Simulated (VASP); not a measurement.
Os: single point with r2SCAN

The system is Os.

```
CELL_PARAMETERS angstrom
2.73938 0.00000 0.00000
-1.36969 2.37237 0.00000
0.00000 0.00000 4.31382
ATOMIC_POSITIONS crystal
Os 0.33333 0.66667 0.25000
Os 0.66667 0.33333 0.75000
```

```
Program                : VASP 6.6.1
Task                   : single point
Functional             : r2SCAN
Potentials or basis    : VASP PAW PBE potentials, release 64 (Os)
Cutoff                 : 520 eV
k mesh                 : 13 × 13 × 7
Occupations            : gaussian, width 0.1 eV
Spin                   : no spin polarisation
Dipole correction      : no
Further INCAR settings : ALGO = Normal; EDIFF = 1e-06; NBANDS = 15
```

```yaml
Pressure: 0.8 GPa
Band_gap_on_the_k_mesh: zero (band 8 reaches 11.36 eV, above the bottom of band 9 at 7.39 eV)
```

Levels at points of the mesh, in eV from the Fermi level:
| k point | band 6 | band 7 | band 8 | band 9 | band 10 | band 11 |
| --- | --- | --- | --- | --- | --- | --- |
| (0.00, 0.00, 0.00) | -2.37 | -2.37 | -1.74 | -1.74 | -0.03 | 1.67 |

Run time: 80 s on 1 thread of AMD EPYC 9R14 (Zen 4), on a shared host, peak memory 0.13 GiB.

Caveat: the PAW data sets were made with another functional, which shifts forces and pressure a little; spin-orbit coupling is left out, which moves the levels of the heavy elements.
